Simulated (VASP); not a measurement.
# Sb3Pd (P6_3/mmc) in VASP: relaxation of cell and atoms with PBE

Aim: the relaxation of cell and atoms of Sb3Pd with PBE.

All numbers are computed with VASP 6.6.1; they aren't measurements. Logs are shortened: lines on timing, memory, paths and dates and some standing lists are left out, and cuts for length are marked.

## Step 1: The cell of the first run

It takes space group P6_3/mmc (No. 194, hexagonal). Conventional cell: a = 8.323 Å, b = 8.323 Å, c = 3.502 Å, α = 90.00°, β = 90.00°, γ = 120.00°. Within 3.6 Å of Sb (site symmetry mm2) lie 2 Pd at 2.77 Å and 6 Sb at 3.19 to 3.50 Å. Within 3.6 Å of Pd (site symmetry -6m2) lie 6 Sb at 2.77 Å and 2 Pd at 3.50 Å.

## Step 2: Relaxation of cell and atoms, PBE

The input, INCAR:

```
SYSTEM = Sb3Pd
PREC = Accurate
ENCUT = 600
EDIFF = 1E-7
ISMEAR = 0
SIGMA = 0.1
LREAL = .FALSE.
LASPH = .TRUE.
NELM = 80
ALGO = Normal
ISIF = 3
LWAVE = .FALSE.
LCHARG = .FALSE.
GGA = PE
IBRION = 2
NSW = 90
EDIFFG = -0.04
```

The input, KPOINTS:

```
Automatic mesh
0
G
  3 3 6
  0 0 0
```

The input, POSCAR:

```
Sb3Pd
1.0
    8.3229693272      0.0000000000      0.0000000000
   -4.1614846636      7.2079028723      0.0000000000
    0.0000000000      0.0000000000      3.5017165366
Sb Pd
6 2
Direct
    0.8151222836      0.6302445673      0.2500000000
    0.1848777164      0.8151222836      0.7500000000
    0.3697554327      0.1848777164      0.2500000000
    0.1848777164      0.3697554327      0.7500000000
    0.8151222836      0.1848777164      0.2500000000
    0.6302445673      0.8151222836      0.7500000000
    0.3333333333      0.6666666667      0.2500000000
    0.6666666667      0.3333333333      0.7500000000
```

Potentials or basis: VASP PAW PBE potentials, release 64 (Sb, Pd).

The run is started by

```sh
$ cat potpaw_PBE.64/Sb/POTCAR potpaw_PBE.64/Pd/POTCAR > POTCAR
$ mpirun -np 1 vasp_std > vasp.out
```

OUTCAR:

```text
SYSTEM = Sb3Pd
   PREC = Accurate
   ENCUT = 600
   EDIFF = 1E-7
   ISMEAR = 0
   LREAL = .FALSE.
   LASPH = .TRUE.
   NELM = 80
   ISIF = 3
   GGA = PE
   IBRION = 2
   NSW = 90
   EDIFFG = -0.04

 ion  position               nearest neighbor table
   1  0.815  0.630  0.250-   8 2.77   8 2.77   6 3.19   6 3.19   2 3.19   2 3.19   5 3.71   3 3.71

   2  0.185  0.815  0.750-   7 2.77   7 2.77   1 3.19   1 3.19   3 3.19   3 3.19   6 3.71   4 3.71

   3  0.370  0.185  0.250-   8 2.77   8 2.77   4 3.19   4 3.19   2 3.19   2 3.19   5 3.71   1 3.71

   4  0.185  0.370  0.750-   7 2.77   7 2.77   3 3.19   3 3.19   5 3.19   5 3.19   2 3.71   6 3.71

   5  0.815  0.185  0.250-   8 2.77   8 2.77   4 3.19   4 3.19   6 3.19   6 3.19   3 3.71   1 3.71

   6  0.630  0.815  0.750-   7 2.77   7 2.77   1 3.19   1 3.19   5 3.19   5 3.19   2 3.71   4 3.71

   7  0.333  0.667  0.250-   2 2.77   2 2.77   6 2.77   6 2.77   4 2.77   4 2.77
   8  0.667  0.333  0.750-   5 2.77   5 2.77   3 2.77   3 2.77   1 2.77   1 2.77

  LATTYP: Found a hexagonal cell.
 ALAT       =     8.3229693272
 C/A-ratio  =     0.4207292372

  Lattice vectors:

 A1 = (   8.3229693272,   0.0000000000,   0.0000000000)
 A2 = (  -4.1614846636,   7.2079028723,   0.0000000000)
 A3 = (   0.0000000000,   0.0000000000,   3.5017165366)

Analysis of symmetry for initial positions (statically):
=====================================================================
 Subroutine PRICEL returns:
 Original cell was already a primitive cell.

 Routine SETGRP: Setting up the symmetry group for a
 hexagonal supercell.

 Subroutine GETGRP returns: Found 24 space group operations
 (whereof 12 operations were pure point group operations)
 out of a pool of 24 trial point group operations.

The static configuration has the point symmetry D_3d.
 The point group associated with its full space group is D_6h.

Analysis of symmetry for dynamics (positions and initial velocities):
=====================================================================
 Subroutine PRICEL returns:
 Original cell was already a primitive cell.

 Routine SETGRP: Setting up the symmetry group for a
 hexagonal supercell.

 Subroutine GETGRP returns: Found 24 space group operations
 (whereof 12 operations were pure point group operations)
 out of a pool of 24 trial point group operations.

The dynamic configuration has the point symmetry D_3d.
 The point group associated with its full space group is D_6h.

 Subroutine INISYM returns: Found 24 space group operations
 (whereof 12 operations are pure point group operations),
 and found     1 'primitive' translations

----------------------------------------------------------------------------------------

                                     Primitive cell

  volume of cell :     210.0720

  direct lattice vectors                    reciprocal lattice vectors
     8.322969327  0.000000000  0.000000000     0.120149428  0.069368304  0.000000000
    -4.161484664  7.207902872  0.000000000     0.000000000  0.138736609  0.000000000
     0.000000000  0.000000000  3.501716537     0.000000000  0.000000000  0.285574229

  length of vectors
     8.322969327  8.322969327  3.501716537     0.138736609  0.138736609  0.285574229

  position of ions in fractional coordinates (direct lattice)
     0.815122284  0.630244567  0.250000000
     0.184877716  0.815122284  0.750000000
     0.369755433  0.184877716  0.250000000
     0.184877716  0.369755433  0.750000000
     0.815122284  0.184877716  0.250000000
     0.630244567  0.815122284  0.750000000
     0.333333333  0.666666667  0.250000000
     0.666666667  0.333333333  0.750000000

  ion indices of the primitive-cell ions
   primitive index   ion index
                 1           1
                 2           2
                 3           3
                 4           4
                 5           5
                 6           6
                 7           7
                 8           8

----------------------------------------------------------------------------------------

 KPOINTS: Automatic mesh

Automatic generation of k-mesh.
 Grid dimensions read from file:
 generate k-points for:    3    3    6

 Generating k-lattice:

  Cartesian coordinates                     Fractional coordinates (reciprocal lattice)
     0.040049809  0.023122768  0.000000000     0.333333333  0.000000000  0.000000000
     0.000000000  0.046245536  0.000000000     0.000000000  0.333333333  0.000000000
     0.000000000  0.000000000  0.047595705     0.000000000  0.000000000  0.166666667

  Length of vectors
     0.046245536  0.046245536  0.047595705

  Shift w.r.t. Gamma in fractional coordinates (k-lattice)
     0.000000000  0.000000000  0.000000000

 Subroutine IBZKPT returns following result:
 ===========================================

 Found     12 irreducible k-points:

 Following reciprocal coordinates:
            Coordinates               Weight
  0.000000  0.000000  0.000000      1.000000
  0.333333  0.000000  0.000000      6.000000
  0.333333  0.333333  0.000000      2.000000
  0.000000  0.000000  0.166667      2.000000
  0.333333  0.000000  0.166667     12.000000
  0.333333  0.333333  0.166667      4.000000
  0.000000  0.000000  0.333333      2.000000
  0.333333  0.000000  0.333333     12.000000
  0.333333  0.333333  0.333333      4.000000
  0.000000  0.000000  0.500000      1.000000
  0.333333  0.000000  0.500000      6.000000
  0.333333  0.333333  0.500000      2.000000
   k-points           NKPTS =     12   k-points in BZ     NKDIM =     12   number of bands    NBANDS=     30
   number of dos      NEDOS =    301   number of ions     NIONS =      8
   total plane-waves  NPLWV = 137200
   dimension x,y,z NGX =    70 NGY =   70 NGZ =   28
   dimension x,y,z NGXF=   140 NGYF=  140 NGZF=   56
   ions per type =               6   2
   NGX,Y,Z   is equivalent  to a cutoff of  13.98, 13.98, 13.29 a.u.
   NGXF,Y,Z  is equivalent  to a cutoff of  27.96, 27.96, 26.59 a.u.
 SYSTEM =  Sb3Pd
   PREC   = accura    normal or accurate (medium, high low for compatibility)
   ISTART =      0    job   : 0-new  1-cont  2-samecut
   ICHARG =      2    charge: 1-file 2-atom 10-const
   ISPIN  =      1    spin polarized calculation?
   LNONCOLLINEAR =      F non collinear calculations
   LSORBIT =      F    spin-orbit coupling
   LASPH  =      T    aspherical Exc in radial PAW
   ENCUT  =  600.0 eV  44.10 Ry    6.64 a.u.  16.62 16.62  6.99*2*pi/ulx,y,z
   NELM   =     80;   NELMIN=  2; NELMDL= -5     # of ELM steps
   EDIFF  = 0.1E-06   stopping-criterion for ELM
   LREAL  =      F    real-space projection
   EDIFFG = -.4E-01   stopping-criterion for IOM
   NSW    =     90    number of steps for IOM
   IBRION =      2    ionic relax: 0-MD 1-quasi-New 2-CG
   NFREE  =      1    steps in history (QN), initial steepest desc. (CG)
   ISIF   =      3    stress and relaxation
   ISYM   =      2    0-nonsym 1-usesym 2-fastsym
   POTIM  = 0.5000    time-step for ionic-motion
   TEBEG  =    0.0;   TEEND  =   0.0 temperature during run
   PSTRESS=    0.0 pullay stress
   NELECT =      50.0000    total number of electrons
   NUPDOWN=      -1.0000    fix difference up-down
   EMIN   =  10.00;   EMAX   =-10.00  energy-range for DOS
   EFERMI =   0.00;   METHOD = LEGACY
   ISMEAR =     0;   SIGMA  =   0.10  broadening in eV -4-tet -1-fermi 0-gaus
   EFERMI_NEDOS =   21; number of points for ismear=-14 and -15
   IALGO  =     38    algorithm
   IMIX   =      4    mixing-type and parameters
     AMIX     =   0.40;   BMIX     =  1.00
     AMIX_MAG =   1.60;   BMIX_MAG =  1.00
  volume/ion in A,a.u.               =      26.26       177.20
  Fermi-wavevector in a.u.,A,eV,Ry     =   1.014555  1.917230 14.004763  1.029321
  Thomas-Fermi vector in A             =   2.147789
   LORBIT       =      0    0 simple, 1 ext, 2 COOP (PROOUT), +10 PAW based schemes
   GGA     = PE    functional components
   LHFCALC =     F    Hartree Fock is set to
   AEXX    =    0.0000 exact exchange contribution
   IVDW    =     0    specifies the selected vdW correction
   LEPSILON=     F    determine dielectric tensor
   LRPA    =     F    only Hartree local field effects (RPA)
 conjugate gradient relaxation of ions
 non-spin polarized calculation
 Gauss-broadening in eV      SIGMA  =   0.10
  energy-cutoff  :      600.00
  volume of cell :      210.07
 maximum number of plane-waves:      7042
 NGX is ok and might be reduce to    70
   NGX = 33   NGY = 33   NGZ = 13

--------------------------------------- Ionic step        1  -------------------------------------------

 number of electron      50.0000001 magnetization

 Free energy of the ion-electron system (eV)
  ---------------------------------------------------
  ext. energy  EPLUGINS =         0.00000000
  ---------------------------------------------------
  free energy    TOTEN  =       -35.72759795 eV

  energy without entropy =      -35.69085062  energy(sigma->0) =      -35.70922428

------------------------ aborting loop because EDIFF is reached ----------------------------------------

  FORCE on cell =-STRESS in cart. coord.  units (eV):
  Direction    XX          YY          ZZ          XY          YZ          ZX
  --------------------------------------------------------------------------------------
  -------------------------------------------------------------------------------------
  Total       -0.3720029     -0.3720029     -0.1569626     -0.0000000      0.0000000      0.0000000
  in kB       -2.8371916     -2.8371916     -1.1971223     -0.0000000      0.0000000      0.0000000
  external PRESSURE =      -2.2905018 kB  Pullay stress =       0.0000000 kB

 VOLUME and BASIS-vectors are now :
 -----------------------------------------------------------------------------
  energy-cutoff  :      600.00
  volume of cell :      210.07
      direct lattice vectors                 reciprocal lattice vectors
     8.322969327  0.000000000  0.000000000     0.120149428  0.069368304  0.000000000
    -4.161484664  7.207902872  0.000000000     0.000000000  0.138736609  0.000000000
     0.000000000  0.000000000  3.501716537     0.000000000  0.000000000  0.285574229
[... 127 lines left out ...]
 POSITION                                       TOTAL-FORCE (eV/Angst)
 -----------------------------------------------------------------------------------
      4.14523      4.55914      0.87669        -0.000000     -0.036542     -0.000000
     -1.87572      5.86945      2.63006         0.031646     -0.018271      0.000000
      2.26951      1.31030      0.87669         0.031646      0.018271      0.000000
      0.00000      2.62061      2.63006        -0.000000      0.036542      0.000000
      6.02095      1.31030      0.87669        -0.031646      0.018271     -0.000000
      1.87572      5.86945      2.63006        -0.031646     -0.018271     -0.000000
     -0.00000      4.78650      0.87669        -0.000000     -0.000000      0.000000
      4.14523      2.39325      2.63006        -0.000000      0.000000      0.000000
 -----------------------------------------------------------------------------------
    total drift:                               -0.000000      0.000000      0.000000

  FREE ENERGIE OF THE ION-ELECTRON SYSTEM (eV)
  ---------------------------------------------------
  free  energy   TOTEN  =       -35.7478159035 eV

  energy  without entropy=      -35.7154836800  energy(sigma->0) =      -35.73164979

--------------------------------------- Ionic step        5  -------------------------------------------

 number of electron      49.9999999 magnetization

 Free energy of the ion-electron system (eV)
  ---------------------------------------------------
  ext. energy  EPLUGINS =         0.00000000
  ---------------------------------------------------
  free energy    TOTEN  =       -35.74951585 eV

  energy without entropy =      -35.71633636  energy(sigma->0) =      -35.73292610

 E-fermi :   7.8012     XC(G=0): -10.1326

 val. band max:        7.7865933631   @ k =   0.3333   0.0000   0.1667
 cond. band min:       7.8439248356   @ k =   0.3333   0.0000   0.3333
 fundamental gap:      0.0573314725
 Fermi energy:         7.8012221238

 k-point     1 :       0.0000    0.0000    0.0000
  band No.  band energies     occupation
      1      -4.5641      2.00000
      2      -3.0895      2.00000
      3      -3.0895      2.00000
      4      -1.5480      2.00000
      5      -1.5480      2.00000
      6      -1.4337      2.00000
[... 407 lines left out ...]
 POSITION                                       TOTAL-FORCE (eV/Angst)
 -----------------------------------------------------------------------------------
      4.13999      4.54986      0.87478         0.000000      0.006187      0.000000
     -1.87030      5.86026      2.62433        -0.005358      0.003093     -0.000000
      2.26968      1.31040      0.87478        -0.005358     -0.003093     -0.000000
      0.00000      2.62081      2.62433         0.000000     -0.006187     -0.000000
      6.01029      1.31040      0.87478         0.005358     -0.003093      0.000000
      1.87030      5.86026      2.62433         0.005358      0.003093      0.000000
     -0.00000      4.78044      0.87478         0.000000      0.000000     -0.000000
      4.13999      2.39022      2.62433         0.000000      0.000000      0.000000
 -----------------------------------------------------------------------------------
    total drift:                               -0.000000      0.000000      0.000000

  FREE ENERGIE OF THE ION-ELECTRON SYSTEM (eV)
  ---------------------------------------------------
  free  energy   TOTEN  =       -35.7495158459 eV

  energy  without entropy=      -35.7163363563  energy(sigma->0) =      -35.73292610

 reached required accuracy - stopping structural energy minimisation
```

Run time: 12 min. Hardware: 1 thread of Oxide Virtual Turin-like, shared host; peak memory 0.4 GiB.

What came out:

```yaml
Free_energy: -35.7495 eV
Relaxed_volume: 25.97 Å³/atom
Relaxed_cell: a = 8.280 Å, b = 8.280 Å, c = 3.499 Å, α = 90.00°, β = 90.00°, γ = 120.00°
Space_group_after_relaxing_to_0.05_Å: P6_3/mmc (No. 194)
Energy_gained_by_relaxing: 2.7 meV/atom
Ionic_steps: 5
Pressure_after_relaxing: 0.0 GPa
Largest_force_after_relaxing: 0.006 eV/Å
Band_gap_on_the_k_mesh: zero (band 25 reaches 8.90 eV, above the bottom of band 26 at 7.08 eV)
```

Forces in eV/Å, atoms in the order of the input:
```
Sb   0.000  0.006  0.000
Sb  -0.005  0.003  0.000
Sb  -0.005 -0.003  0.000
Sb   0.000 -0.006  0.000
Sb   0.005 -0.003  0.000
Sb   0.005  0.003  0.000
Pd   0.000  0.000  0.000
Pd   0.000  0.000  0.000
```

Step by step:
```tsv
step	energy change (eV)	largest force (eV/Å)	pressure (GPa)	volume (Å³)
1	0.0000	0.2051	-0.23	210.07
2	-0.0117	0.1505	-0.04	208.93
3	-0.0206	0.0446	0.34	206.90
4	-0.0202	0.0365	-0.41	208.73
5	-0.0219	0.0062	-0.01	207.75
```

Final structure:
```cif
data_structure
_symmetry_space_group_name_H-M 'P 1'
_symmetry_Int_Tables_number 1
_cell_length_a 8.2800
_cell_length_b 8.2800
_cell_length_c 3.4991
_cell_angle_alpha 90.000
_cell_angle_beta 90.000
_cell_angle_gamma 120.000
_cell_volume 207.75
loop_
_atom_site_label
_atom_site_type_symbol
_atom_site_fract_x
_atom_site_fract_y
_atom_site_fract_z
_atom_site_occupancy
Sb1 Sb 0.81725 0.63451 0.25000 1
Sb2 Sb 0.18274 0.81725 0.75000 1
Sb3 Sb 0.36549 0.18274 0.25000 1
Sb4 Sb 0.18274 0.36549 0.75000 1
Sb5 Sb 0.81725 0.18274 0.25000 1
Sb6 Sb 0.63451 0.81725 0.75000 1
Pd1 Pd 0.33333 0.66667 0.25000 1
Pd2 Pd 0.66667 0.33333 0.75000 1
```

Levels at points of the mesh, in eV from the Fermi level:
```csv
k point,band 22,band 23,band 24,band 25,band 26,band 27,band 28,band 29
"(0.00, 0.00, 0.00)",-0.61,-0.32,-0.12,-0.12,-0.03,1.89,1.89,2.46
"(0.00, 0.00, 0.50)",-2.78,-1.71,-1.71,-0.22,-0.22,1.53,1.53,1.53
```

Caveat: spin-orbit coupling is left out, which moves the levels of the heavy elements.
